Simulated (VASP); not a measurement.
Crystal: Zr2AlN3.

```
Zr Al N
1.0
     4.30128    0.00000    0.00000
    -2.15064    3.72502    0.00000
     0.00000    0.00000    5.85753
Zr Al N
2 1 3
Direct
  0.33333 0.66667 0.50000
  0.66667 0.33333 0.50000
  0.00000 0.00000 0.00000
  0.33333 0.66667 0.00000
  0.66667 0.33333 0.00000
  0.00000 0.00000 0.50000
```

```yaml
Program: VASP 6.6.1
Task: relaxation of cell and atoms
Functional: PBE
Potentials_or_basis: VASP PAW PBE potentials, release 64 (Zr_sv, Al, N)
Cutoff: 600 eV
k_mesh: 6 × 6 × 4
Occupations: gaussian, width 0.1 eV
Spin: no spin polarisation
```

At the start: pressure -16.6 GPa; volume 15.64 Å³/atom.

Problem. Where does the relaxation end?

Solution. Over 11 steps the energy falls by 1029.3 meV/atom and the volume is 13.60 Å³/atom (-13.1 %); space group P6/mmm (No. 191, to 0.05 Å).

The path:
| step | energy change (eV) | largest force (eV/Å) | pressure (GPa) | volume (Å³) |
| --- | --- | --- | --- | --- |
| 1 | 0.0000 | 0.0000 | -16.64 | 93.85 |
| 2 | -2.3211 | 0.0000 | 1.82 | 73.24 |
| 3 | -2.5263 | 0.0000 | 11.34 | 68.87 |
| 4 | -3.8583 | 0.0000 | 23.37 | 64.67 |
| 5 | -4.0118 | 0.0000 | 32.11 | 63.19 |
| 6 | -5.5659 | 0.0000 | 16.72 | 69.45 |
| 7 | -5.9466 | 0.0000 | 12.56 | 75.32 |
| 8 | -6.1125 | 0.0000 | -3.00 | 80.69 |
| 9 | -6.1475 | 0.0000 | 1.22 | 79.01 |
| 10 | -6.1587 | 0.0000 | 0.90 | 79.65 |
| 11 | -6.1758 | 0.0000 | 0.23 | 81.57 |

Final structure:
```cif
data_structure
_symmetry_space_group_name_H-M 'P 1'
_symmetry_Int_Tables_number 1
_cell_length_a 4.7954
_cell_length_b 4.7954
_cell_length_c 4.0961
_cell_angle_alpha 90.000
_cell_angle_beta 90.000
_cell_angle_gamma 120.000
_cell_volume 81.57
loop_
_atom_site_label
_atom_site_type_symbol
_atom_site_fract_x
_atom_site_fract_y
_atom_site_fract_z
_atom_site_occupancy
Zr1 Zr 0.33333 0.66667 0.50000 1
Zr2 Zr 0.66667 0.33333 0.50000 1
Al1 Al 0.00000 0.00000 0.00000 1
N1 N 0.33333 0.66667 0.00000 1
N2 N 0.66667 0.33333 0.00000 1
N3 N 0.00000 0.00000 0.50000 1
```
